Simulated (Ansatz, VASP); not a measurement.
# MgSi3N2 in VASP and in Ansatz

Contents of INCAR:

```
ALGO = Normal ; EDIFF = 1E-6
ENCUT = 520 ; GGA = PE
ISIF = 2 ; ISMEAR = 0
ISPIN = 2 ; LASPH = T
LCHARG = T ; LELF = T
LORBIT = 11 ; LREAL = F
LVHAR = T ; LWAVE = F
MAGMOM = 0 0 0 0 1 1 ; NBANDS = 25
NELM = 150 ; PREC = Accurate
SIGMA = 0.1
```

Contents of KPOINTS:

```
k-points
0
Gamma
  6 6 6
```

Contents of POSCAR:

```
MgSi3N2
1.0
    2.3687738834      1.3676122392      4.8997899828
   -2.3687738834      1.3676122392      4.8997899828
    0.0000000000     -2.7352244785      4.8997899828
Mg Si N
1 3 2
Direct
    0.0000000000      0.0000000000      0.0000000000
    0.0000000000      0.5000000000      0.0000000000
    0.5000000000      0.0000000000      0.0000000000
    0.0000000000      0.0000000000      0.5000000000
    0.7443992478      0.7443992478      0.7443992478
    0.2556007522      0.2556007522      0.2556007522
```

Input for Ansatz:

```yaml
crystal:
  lattice:
    - [2.3687738834, 1.3676122392, 4.8997899828]
    - [-2.3687738834, 1.3676122392, 4.8997899828]
    - [0.0, -2.7352244785, 4.8997899828]
  atoms:
    - { symbol: Mg, position: [0.0, 0.0, 0.0] }
    - { symbol: Si, position: [0.0, 0.5, 0.0] }
    - { symbol: Si, position: [0.5, 0.0, 0.0] }
    - { symbol: Si, position: [0.0, 0.0, 0.5] }
    - { symbol: "N", position: [0.7443992478, 0.7443992478, 0.7443992478], spin: 1.0 }
    - { symbol: "N", position: [0.2556007522, 0.2556007522, 0.2556007522], spin: 1.0 }
basis:
  ecutwfc: 420
kpoints:
  mp_grid: { grid: [6, 6, 6] }
hamiltonian:
  xc: pbe
scf:
  occupations: { method: gaussian, width: 0.1 }
  lower_state_search: "off"
output:
  forces: true
  stress: true
  eigenvalues: true
  populations: true
magnetization:
  spin_polarized: true
```

Change from the starting cell: species swapped into the Gd2AlFe3 type (R-3m, No. 166).

Alike in both runs: task single point; functional PBE; k mesh 6 × 6 × 6; occupations gaussian, width 0.1 eV; collinear spin.

```csv
,VASP,Ansatz
version,VASP 6.6.1,Ansatz 0.2.0
potentials or method,"VASP PAW PBE potentials, release 64 (Mg, Si, N), cutoff 520 eV","scalar-relativistic, plane waves, PAW"
valence electrons in the cell,24,32
```

```tsv
	VASP	Ansatz	Ansatz less VASP
gap on the k mesh at the Fermi level (eV)	none	none	-
pressure (GPa)	-0.1	0.0	+0.08
rms of the force components (eV/Å)	0.010	0.001	-0.0091
net moment per atom (μB)	0.00	0.00	0.000
```

Atom by atom the forces differ by 0.009 eV/Å (rms over components). A gap of «none» marks a metal or a gap that the smearing closes. VASP's potentials hold 24 valence electrons a cell and Ansatz's 32, so a difference there can come from the potentials and not from the codes. Ansatz's warnings: seeded moment not kept.
